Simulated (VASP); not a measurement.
Here is a VASP 6.6.1 calculation.

The input INCAR:

```
SYSTEM = InSb3
ALGO = Normal
EDIFF = 1E-7
ENCUT = 520
GGA = PS
ISIF = 2
ISMEAR = 0
LASPH = .True.
LCHARG = .False.
LREAL = .False.
LWAVE = .False.
NBANDS = 22
NELM = 80
PREC = Accurate
SIGMA = 0.15
```

The input KPOINTS:

```
k-points
0
Gamma
  8 8 8
  0 0 0
```

POSCAR

```
InSb3
1.0
    4.5866084372      0.0550865859      0.0550865859
    0.0550865859      4.5866084372      0.0550865859
    0.0550865859      0.0550865859      4.5866084372
In Sb
1 3
Direct
    0.0000000000      0.0000000000      0.0000000000
    0.5000000000      0.0000000000      0.5000000000
    0.0000000000      0.5000000000      0.5000000000
    0.5000000000      0.5000000000      0.0000000000
```

Potentials or basis: VASP PAW PBE potentials, release 64 (In_d, Sb).

The run is started by

```bash
$ cat potpaw_PBE.64/In_d/POTCAR potpaw_PBE.64/Sb/POTCAR > POTCAR
$ mpirun -np 1 vasp_std > vasp.out
```

Question: Estimate the pressure.

Answer: 6.9 GPa.

Question: What does it give for the band gap on the k mesh?

Answer: Zero (bands 14 and 15 overlap by 5.20 eV).

Stress tensor (GPa, compression positive):
```
 6.95 -0.78 -0.78
-0.78  6.95 -0.78
-0.78 -0.78  6.95
```

Caveat: the cell stands under pressure; the PAW data sets were made with another functional, which shifts forces and pressure a little; spin-orbit coupling is left out, which moves the levels of the heavy elements.
